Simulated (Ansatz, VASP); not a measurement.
**Yb in VASP and in Ansatz**

Contents of INCAR:

```
SYSTEM = Yb
ALGO = Normal
EDIFF = 1E-8
ENCUT = 520
GGA = PS
ISIF = 2
ISMEAR = -1
LASPH = .True.
LCHARG = .False.
LEFG = .True.
LREAL = .False.
LWAVE = .False.
NBANDS = 18
NELM = 60
PREC = Accurate
SIGMA = 0.05
```

File KPOINTS:

```
k-points
0
Gamma
  12 12 12
  0 0 0
```

File POSCAR:

```
Yb
1.0
   -2.1514830000      2.1514830000      2.1514830000
    2.1514830000     -2.1514830000      2.1514830000
    2.1514830000      2.1514830000     -2.1514830000
Yb
1
Direct
    0.0000000000      0.0000000000      0.0000000000
```

Input for Ansatz:

```yaml
crystal:
  lattice:
    - [-2.151483, 2.151483, 2.151483]
    - [2.151483, -2.151483, 2.151483]
    - [2.151483, 2.151483, -2.151483]
  atoms:
    - { symbol: Yb, position: [0.0, 0.0, 0.0] }
kpoints:
  mp_grid: { grid: [12, 12, 12] }
  band_path:
    path:
      - [0.0, 0.0, 0.0]
      - [0.5, -0.5, 0.5]
      - [0.0, 0.0, 0.5]
      - [0.0, 0.0, 0.0]
      - [0.25, 0.25, 0.25]
      - [0.5, -0.5, 0.5]
      - [0.25, 0.25, 0.25]
      - [0.0, 0.0, 0.5]
    npoints: 8
scf:
  occupations: { method: fermi_dirac, width: 0.05 }
hamiltonian:
  xc: pbesol
  pseudopotentials: { kind: all_electron, datasets: crystal }
output:
  forces: true
  stress: true
  eigenvalues: true
  efg: { contact_densities: true }
```

Alike in both runs: task electric field gradients; functional PBEsol; k mesh 12 × 12 × 12; occupations fermi-dirac, width 0.05 eV; no spin polarisation.

```csv
,VASP,Ansatz
version,VASP 6.6.1,Ansatz 0.2.0
potentials or method,"VASP PAW PBE potentials, release 64 (Yb), cutoff 520 eV","all-electron PAW with datasets made for the crystal, scalar-relativistic"
```

Ansatz gave:

| Item | Value |
| --- | --- |
| pressure (GPa) | -3.4 |

Q: Estimate VASP's values.

A: Pressure (GPa): -3.7.

VASP's potentials were made for PBE, not for PBEsol. Ansatz ran all-electron here, and VASP with PAW potentials.

Neither program's run includes spin-orbit coupling.
